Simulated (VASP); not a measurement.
Wanted: the native input for a VASP 6.6.1 run.

```
Task                   : single point
Functional             : PBE
Potentials or basis    : VASP PAW PBE potentials, release 64 (Ca_sv, Se)
Cutoff                 : 520 eV
k mesh                 : 6 × 6 × 6
Occupations            : gaussian, width 0.01 eV
Spin                   : no spin polarisation
Dipole correction      : no
Further INCAR settings : ALGO = Normal; EDIFF = 1e-06; NBANDS = 15
```

The structure of CaSe lies in POSCAR:

```
CaSe
1.0
    0.0000000000      3.2795613712      3.2795613712
    3.2795613712      0.0000000000      3.2795613712
    3.2795613712      3.2795613712      0.0000000000
Ca Se
1 1
Direct
    0.0000000000      0.0000000000      0.0000000000
    0.2500000000      0.2500000000      0.2500000000
```

These files were run (other wordings do the same):

INCAR

```
SYSTEM = CaSe
PREC = Accurate
ENCUT = 520
EDIFF = 1E-6
ISMEAR = 0
SIGMA = 0.01
LREAL = .False.
LASPH = .True.
NELM = 60
ALGO = Normal
ISIF = 2
LWAVE = .False.
LCHARG = .True.
GGA = PE
LELF = .True.
LVHAR = .True.
NBANDS = 15
```

KPOINTS

```
Automatic mesh
0
Gamma
  6 6 6
  0 0 0
```

Potentials or basis: VASP PAW PBE potentials, release 64 (Ca_sv, Se).

Launch:

```console
$ cat potpaw_PBE.64/Ca_sv/POTCAR potpaw_PBE.64/Se/POTCAR > POTCAR
$ mpirun -np 1 vasp_std > vasp.out
```

It gave:

```json
{
  "Pressure": "0.6 GPa",
  "Band gap on the k mesh": "3.21 eV, indirect (least direct gap 3.30 eV)"
}
```

It took 23 s on 1 thread of AMD EPYC 7R13 Processor (Zen 3) (shared host), peak memory 0.18 GiB.
